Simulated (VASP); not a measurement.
TiAl, 2 atoms in the cell. It takes space group P-6m2 (No. 187, hexagonal). Conventional cell: a = 2.942 Å, b = 2.942 Å, c = 4.804 Å, α = 90.00°, β = 90.00°, γ = 120.00°. Within 3.9 Å of Ti (site symmetry -6m2) lie 6 Al at 2.94 Å and 6 Ti at 2.94 Å. Al (site symmetry -6m2) has 6 Ti at 2.94 Å and 6 Al at 2.94 Å within 3.9 Å. 

| Property | Result |
| --- | --- |
| Program | VASP 6.6.1 |
| Task | single point |
| Functional | PBEsol |
| Potentials or basis | VASP PAW PBE potentials, release 64 (Ti_sv, Al) |
| Cutoff | 520 eV |
| k mesh | 18 × 18 × 10 |
| Occupations | gaussian, width 0.15 eV |
| Spin | no spin polarisation |
| Dipole correction | no |
| Further INCAR settings | ALGO = Normal; EDIFF = 1e-06; NBANDS = 14 |

Potentials or basis: VASP PAW PBE potentials, release 64 (Ti_sv, Al).

The run is started by

```console
$ cat potpaw_PBE.64/Ti_sv/POTCAR potpaw_PBE.64/Al/POTCAR > POTCAR
$ mpirun -np 1 vasp_std > vasp.out
```

Hardware: 1 thread of Intel(R) Xeon(R) Platinum 8259CL CPU @ 2.50GHz (Skylake/Cascade Lake), with other jobs on the host.

**Question.** Estimate the wall time of this run.

**Answer.** Run time: 74 s on 1 thread of Intel(R) Xeon(R) Platinum 8259CL CPU @ 2.50GHz (Skylake/Cascade Lake), on a shared host, peak memory 0.24 GiB. Counts: scf iterations 14, k points 222.
